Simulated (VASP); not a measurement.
# C (R-3m) in VASP: a series of runs, part 3 of 3

VASP 6.6.1. Earlier steps stand in the parts before.

## 6. Single point, PBE+D3(BJ)

This run uses another cell than the first one, of 9.52 Å³/atom, 1.104 times its volume.

Contents of INCAR:

```
SYSTEM = C
PREC = Accurate ; ENCUT = 520
EDIFF = 1E-6 ; ISMEAR = 0
SIGMA = 0.05 ; LREAL = .FALSE.
LASPH = .TRUE. ; NELM = 80
ALGO = Normal ; ISIF = 2
LWAVE = .FALSE. ; LCHARG = .FALSE.
GGA = PE ; IVDW = 12
NBANDS = 11
```

Contents of KPOINTS:

```
Automatic mesh
0
G
  15 15 15
  0 0 0
```

Contents of POSCAR:

```
C
1.0
    1.2632929494      0.7293625244      3.4449600376
   -1.2632929494      0.7293625244      3.4449600376
    0.0000000000     -1.4587250488      3.4449600375
C
2
Direct
    0.1703644086      0.1703644086      0.1703644086
    0.8296355914      0.8296355914      0.8296355914
```

Potentials or basis: VASP PAW PBE potentials, release 64 (C).

Command:

```
> cat potpaw_PBE.64/C/POTCAR > POTCAR
> mpirun -np 1 vasp_std > vasp.out
```

OUTCAR:

```text
SYSTEM = C
   PREC = Accurate
   ENCUT = 520
   EDIFF = 1E-6
   ISMEAR = 0
   LREAL = .FALSE.
   LASPH = .TRUE.
   NELM = 80
   ISIF = 2
   GGA = PE
   IVDW = 12
 IVDW          = 12

 ion  position               nearest neighbor table
   1  0.170  0.170  0.170-   2 1.46   2 1.46   2 1.46
   2  0.830  0.830  0.830-   1 1.46   1 1.46   1 1.46

  LATTYP: Found a trigonal (rhomboedric) cell.
 ALAT       =     3.7410731654
 COS(alpha) =     0.7719417768

  Lattice vectors:

 A1 = (   1.2632929494,   0.7293625244,   3.4449600376)
 A2 = (  -1.2632929494,   0.7293625244,   3.4449600376)
 A3 = (   0.0000000000,  -1.4587250488,   3.4449600375)

Analysis of symmetry for initial positions (statically):
=====================================================================
 Subroutine PRICEL returns:
 Original cell was already a primitive cell.

 Routine SETGRP: Setting up the symmetry group for a
 trigonal (rhombohedral) supercell.

 Subroutine GETGRP returns: Found 12 space group operations
 (whereof 12 operations were pure point group operations)
 out of a pool of 12 trial point group operations.

The static configuration has the point symmetry D_3d.

Analysis of symmetry for dynamics (positions and initial velocities):
=====================================================================
 Subroutine PRICEL returns:
 Original cell was already a primitive cell.

 Routine SETGRP: Setting up the symmetry group for a
 trigonal (rhombohedral) supercell.

 Subroutine GETGRP returns: Found 12 space group operations
 (whereof 12 operations were pure point group operations)
 out of a pool of 12 trial point group operations.

The dynamic configuration has the point symmetry D_3d.

 Subroutine INISYM returns: Found 12 space group operations
 (whereof 12 operations are pure point group operations),
 and found     1 'primitive' translations

----------------------------------------------------------------------------------------

                                     Primitive cell

  volume of cell :      19.0451

  direct lattice vectors                    reciprocal lattice vectors
     1.263292949  0.729362524  3.444960038     0.395791016  0.228510050  0.096759710
    -1.263292949  0.729362524  3.444960038    -0.395791016  0.228510050  0.096759710
     0.000000000 -1.458725049  3.444960038     0.000000000 -0.457020099  0.096759710

  length of vectors
     3.741073165  3.741073165  3.741073165     0.467150739  0.467150739  0.467150739

  position of ions in fractional coordinates (direct lattice)
     0.170364409  0.170364409  0.170364409
     0.829635591  0.829635591  0.829635591

  ion indices of the primitive-cell ions
   primitive index   ion index
                 1           1
                 2           2

----------------------------------------------------------------------------------------

 KPOINTS: Automatic mesh

Automatic generation of k-mesh.
 Grid dimensions read from file:
 generate k-points for:   15   15   15

 Generating k-lattice:

[... 21 lines left out ...]
  0.200000 -0.000000  0.000000      6.000000
  0.266667 -0.000000 -0.000000      6.000000
  0.333333  0.000000  0.000000      6.000000
[... 16 lines left out ...]
  0.133333  0.133333  0.000000      6.000000
  0.200000  0.133333  0.000000     12.000000
 [... further k-points ...]
   k-points           NKPTS =    344   k-points in BZ     NKDIM =    344   number of bands    NBANDS=     11
   number of dos      NEDOS =    301   number of ions     NIONS =      2
   total plane-waves  NPLWV =  21952
   dimension x,y,z NGX =    28 NGY =   28 NGZ =   28
   dimension x,y,z NGXF=    56 NGYF=   56 NGZF=   56
   ions per type =               2
   NGX,Y,Z   is equivalent  to a cutoff of  12.44, 12.44, 12.44 a.u.
   NGXF,Y,Z  is equivalent  to a cutoff of  24.89, 24.89, 24.89 a.u.
 SYSTEM =  C
   PREC   = accura    normal or accurate (medium, high low for compatibility)
   ISTART =      0    job   : 0-new  1-cont  2-samecut
   ICHARG =      2    charge: 1-file 2-atom 10-const
   ISPIN  =      1    spin polarized calculation?
   LNONCOLLINEAR =      F non collinear calculations
   LSORBIT =      F    spin-orbit coupling
   LASPH  =      T    aspherical Exc in radial PAW
   ENCUT  =  520.0 eV  38.22 Ry    6.18 a.u.   6.96  6.96  6.96*2*pi/ulx,y,z
   NELM   =     80;   NELMIN=  2; NELMDL= -5     # of ELM steps
   EDIFF  = 0.1E-05   stopping-criterion for ELM
   LREAL  =      F    real-space projection
   EDIFFG = 0.1E-04   stopping-criterion for IOM
   NSW    =      0    number of steps for IOM
   IBRION =     -1    ionic relax: 0-MD 1-quasi-New 2-CG
   NFREE  =      0    steps in history (QN), initial steepest desc. (CG)
   ISIF   =      2    stress and relaxation
   ISYM   =      2    0-nonsym 1-usesym 2-fastsym
   POTIM  = 0.5000    time-step for ionic-motion
   TEBEG  =    0.0;   TEEND  =   0.0 temperature during run
   PSTRESS=    0.0 pullay stress
   NELECT =       8.0000    total number of electrons
   NUPDOWN=      -1.0000    fix difference up-down
   EMIN   =  10.00;   EMAX   =-10.00  energy-range for DOS
   EFERMI =   0.00;   METHOD = LEGACY
   ISMEAR =     0;   SIGMA  =   0.05  broadening in eV -4-tet -1-fermi 0-gaus
   EFERMI_NEDOS =   21; number of points for ismear=-14 and -15
   IALGO  =     38    algorithm
   IMIX   =      4    mixing-type and parameters
     AMIX     =   0.40;   BMIX     =  1.00
     AMIX_MAG =   1.60;   BMIX_MAG =  1.00
  volume/ion in A,a.u.               =       9.52        64.26
  Fermi-wavevector in a.u.,A,eV,Ry     =   1.226057  2.316911 20.452478  1.503215
  Thomas-Fermi vector in A             =   2.361072
   LORBIT       =      0    0 simple, 1 ext, 2 COOP (PROOUT), +10 PAW based schemes
   GGA     = PE    functional components
   LHFCALC =     F    Hartree Fock is set to
   AEXX    =    0.0000 exact exchange contribution
   IVDW    =    12    specifies the selected vdW correction
   LEPSILON=     F    determine dielectric tensor
   LRPA    =     F    only Hartree local field effects (RPA)
 non-spin polarized calculation
 Gauss-broadening in eV      SIGMA  =   0.05
  energy-cutoff  :      520.00
  volume of cell :       19.05
 maximum number of plane-waves:       524
   NGX = 13   NGY = 13   NGZ = 13

 number of electron       8.0000000 magnetization

 Free energy of the ion-electron system (eV)
  ---------------------------------------------------
  ext. energy  EPLUGINS =         0.00000000
  ---------------------------------------------------
  free energy    TOTEN  =       -18.30848669 eV

  energy without entropy =      -18.30848669  energy(sigma->0) =      -18.30848669

 E-fermi :   4.0300     XC(G=0): -10.0046

 val. band max:        3.7622134858   @ k =  -0.3333   0.3333   0.0000
 cond. band min:       4.2418692282   @ k =  -0.3333   0.3333   0.0000
 fundamental gap:      0.4796557424
 Fermi energy:         4.0300199036

 k-point     1 :       0.0000    0.0000    0.0000
  band No.  band energies     occupation
      1     -15.0146      2.00000
      2      -2.1424      2.00000
      3       1.0344      2.00000
      4       1.0344      2.00000
      5       8.2371      0.00000
      6      11.9145      0.00000
      7      11.9145      0.00000
      8      14.6286      0.00000
      9      14.9901      0.00000
     10      25.8350      0.00000
     11      28.4539      0.00000
[... 309 lines left out ...]
 k-point    24 :       0.2000    0.1333    0.0000
  band No.  band energies     occupation
      1     -14.2799      2.00000
      2      -1.6120      2.00000
      3      -1.2801      2.00000
      4      -0.2652      2.00000
      5       9.5248      0.00000
      6      12.1825      0.00000
      7      12.6230      0.00000
      8      13.9373      0.00000
      9      16.8457      0.00000
     10      23.8886      0.00000
     11      27.1866      0.00000

 [... further k-points ...]

------------------------ aborting loop because EDIFF is reached ----------------------------------------

 Edisp (eV)   -0.29703

 E8    (eV) :    -0.0839

  FORCE on cell =-STRESS in cart. coord.  units (eV):
  Direction    XX          YY          ZZ          XY          YZ          ZX
  --------------------------------------------------------------------------------------
  -------------------------------------------------------------------------------------
  Total      -3.22743    -3.22743    -0.16170     0.00000    -0.00000    -0.00000
  in kB    -271.50955  -271.50955   -13.60342     0.00000    -0.00000    -0.00000
  external pressure =     -185.54 kB  Pullay stress =        0.00 kB

 VOLUME and BASIS-vectors are now :
 -----------------------------------------------------------------------------
  energy-cutoff  :      520.00
  volume of cell :       19.05
      direct lattice vectors                 reciprocal lattice vectors
     1.263292949  0.729362524  3.444960038     0.395791016  0.228510050  0.096759710
    -1.263292949  0.729362524  3.444960038    -0.395791016  0.228510050  0.096759710
     0.000000000 -1.458725049  3.444960038     0.000000000 -0.457020099  0.096759710

 POSITION                                       TOTAL-FORCE (eV/Angst)
 -----------------------------------------------------------------------------------
      0.00000      0.00000      1.76070         0.000000      0.000000     -1.281267
      0.00000      0.00000      8.57418         0.000000      0.000000      1.281267
 -----------------------------------------------------------------------------------
    total drift:                               -0.000000     -0.000000      0.000000

  FREE ENERGIE OF THE ION-ELECTRON SYSTEM (eV)
  ---------------------------------------------------
  free  energy   TOTEN  =       -18.6055155422 eV

  energy  without entropy=      -18.6055155422  energy(sigma->0) =      -18.60551554
```

OSZICAR:

```text
N       E                     dE             d eps       ncg     rms          rms(c)
DAV:   1     0.655221176048E+01    0.65522E+01   -0.44883E+03  7784   0.657E+02
DAV:   2    -0.185891102460E+02   -0.25141E+02   -0.23764E+02  9928   0.128E+02
DAV:   3    -0.192330106028E+02   -0.64390E+00   -0.64256E+00  9474   0.175E+01
DAV:   4    -0.192355516426E+02   -0.25410E-02   -0.25408E-02  8743   0.135E+00
DAV:   5    -0.192355618352E+02   -0.10193E-04   -0.10192E-04  9499   0.801E-02    0.571E+00
DAV:   6    -0.185318246176E+02    0.70374E+00   -0.59578E-01  8798   0.440E+00    0.333E+00
DAV:   7    -0.183057292784E+02    0.22610E+00   -0.69738E-01  9034   0.477E+00    0.883E-01
DAV:   8    -0.183085226702E+02   -0.27934E-02   -0.15491E-02  8457   0.782E-01    0.941E-02
DAV:   9    -0.183084173659E+02    0.10530E-03   -0.40324E-04  9238   0.129E-01    0.459E-02
DAV:  10    -0.183084869886E+02   -0.69623E-04   -0.10782E-04  8432   0.715E-02    0.217E-02
DAV:  11    -0.183084866884E+02    0.30013E-06   -0.47698E-06  9226   0.124E-02
   1 F= -.18605516E+02 E0= -.18605516E+02  d E =-.146231E-11
```

stdout:

```text
POSCAR found type information on POSCAR C
 POSCAR found :  1 types and       2 ions
 scaLAPACK will be used
 LDA part: xc-table for (Slater+PW92), standard interpolation
 POSCAR, INCAR and KPOINTS ok, starting setup
 FFT: planning ... GRIDC
 FFT: planning ... GRID_SOFT
 FFT: planning ... GRID
 WAVECAR not read
 entering main loop
```

Wall time 90 s (1 thread of Intel Xeon 6975P-C, shared host); peak memory 0.2 GiB.

Results:

| Property | Result |
| --- | --- |
| Free energy | -18.6055 eV |
| Pressure | -18.6 GPa |
| Largest force | 1.281 eV/Å |
| Band gap on the k mesh | 0.48 eV, direct |
| Dispersion energy per atom | -0.149 eV |

Forces in eV/Å, atoms in the order of the input:
```
C    0.000  0.000 -1.281
C    0.000  0.000  1.281
```

Levels at points of the mesh, in eV from the valence-band top:
| k point | band 1 | band 2 | band 3 | band 4 | band 5 | band 6 | band 7 | band 8 |
| --- | --- | --- | --- | --- | --- | --- | --- | --- |
| (0.00, 0.00, 0.00) | -18.78 | -5.90 | -2.73 | -2.73 | 4.47 | 8.15 | 8.15 | 10.87 |

Caveat: forces of over 1 eV/Å act on the atoms, so gaps and moduli don't describe the material at rest. A k mesh can miss the band edges.
